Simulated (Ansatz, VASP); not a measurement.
## Two plane-wave programs on BaTiO3

Contents of INCAR:

```
SYSTEM = BaTiO3
ALGO = Normal
EDIFF = 1E-6
ENCUT = 520
GGA = PS
ISIF = 2
ISMEAR = 0
LASPH = .True.
LCHARG = .False.
LREAL = .False.
LWAVE = .False.
NBANDS = 28
NELM = 60
PREC = Accurate
SIGMA = 0.05
```

Contents of KPOINTS:

```
k-points
0
Gamma
  6 6 6
  0 0 0
```

The input POSCAR:

```
BaTiO3
1.0
    4.0060000000      0.0400600000      0.0400600000
    0.0400600000      4.0060000000      0.0400600000
    0.0400600000      0.0400600000      4.0060000000
Ba Ti O
1 1 3
Direct
    0.5000000000      0.5000000000      0.5000000000
    0.0000000000      0.0000000000      0.0000000000
    0.5000000000      0.0000000000      0.0000000000
    0.0000000000      0.5000000000      0.0000000000
    0.0000000000      0.0000000000      0.5000000000
```

Input for Ansatz:

```yaml
crystal:
  lattice:
    - [4.006, 0.04006000000000001, 0.04006000000000001]
    - [0.04006000000000001, 4.006, 0.04006000000000001]
    - [0.04006000000000001, 0.04006000000000001, 4.006]
  atoms:
    - { symbol: Ba, position: [0.5, 0.5, 0.5] }
    - { symbol: Ti, position: [0.0, 0.0, 0.0] }
    - { symbol: O, position: [0.5, 0.0, 0.0] }
    - { symbol: O, position: [0.0, 0.5, 0.0] }
    - { symbol: O, position: [0.0, 0.0, 0.5] }
basis:
  ecutwfc: 550.0
kpoints:
  mp_grid:
    grid: [6, 6, 6]
hamiltonian:
  xc: pbesol
scf:
  occupations:
    method: gaussian
    width: 0.05
output:
  stress: true
```

Alike in both runs: task single point; functional PBEsol; k mesh 6 × 6 × 6; occupations gaussian, width 0.05 eV; no spin polarisation.

```csv
,VASP,Ansatz
version,VASP 6.6.1,Ansatz 0.2.0
potentials or method,"VASP PAW PBE potentials, release 64 (Ba_sv, Ti_sv, O), cutoff 520 eV","plane waves, PAW"
valence electrons in the cell,40,40
```

|  | VASP | Ansatz | Ansatz less VASP |
| --- | --- | --- | --- |
| pressure (GPa) | -2.7 | -4.5 | -1.79 |
| traceless stress, the component that is largest in VASP (GPa) | -2.45 | -2.37 | +0.077 |

VASP's potentials were made for PBE, not for PBEsol.

Spin-orbit coupling is off throughout.
